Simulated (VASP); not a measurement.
A run of VASP 6.6.1:

INCAR

```
PREC     = Accurate       # precision mode
ENCUT    = 520            # plane-wave cutoff, eV
EDIFF    = 1E-6           # SCF threshold, eV
ISMEAR   = -1             # smearing method
SIGMA    = 0.05           # smearing width, eV
LREAL    = F              # projectors in reciprocal space
LASPH    = T              # aspherical terms in the spheres
NELM     = 60             # most SCF steps
ALGO     = Normal         # electronic algorithm
ISIF     = 2              # what is computed and relaxed
LWAVE    = F              # write WAVECAR
LCHARG   = T              # write CHGCAR
GGA      = PS             # functional
LELF     = T              # ELF
LVHAR    = T            
NBANDS   = 20             # bands
```

KPOINTS

```
regular mesh
0
Gamma
  8 8 8
```

POSCAR

```
GaGe
1.0
    0.0000000000      2.8523375181      2.8523375181
    2.8523375181      0.0000000000      2.8523375181
    2.8523375181      2.8523375181      0.0000000000
Ge Ga
1 1
Direct
    0.0000000000      0.0000000000      0.0000000000
    0.2500000000      0.2500000000      0.2500000000
```

Potentials or basis: VASP PAW PBE potentials, release 64 (Ge_d, Ga_d).

Command:

```sh
$ cat potpaw_PBE.64/Ge_d/POTCAR potpaw_PBE.64/Ga_d/POTCAR > POTCAR
$ mpirun -np 1 vasp_std > vasp.out
```

Hardware: 1 thread of Intel(R) Xeon(R) 6975P-C (Granite Rapids), with other jobs on the host.

Problem. Estimate the wall time of this run.

Solution. It took 13 s on 1 thread of Intel(R) Xeon(R) 6975P-C (Granite Rapids), with other jobs on the host, peak memory 0.17 GiB. Counts: scf iterations 12, k points 29.
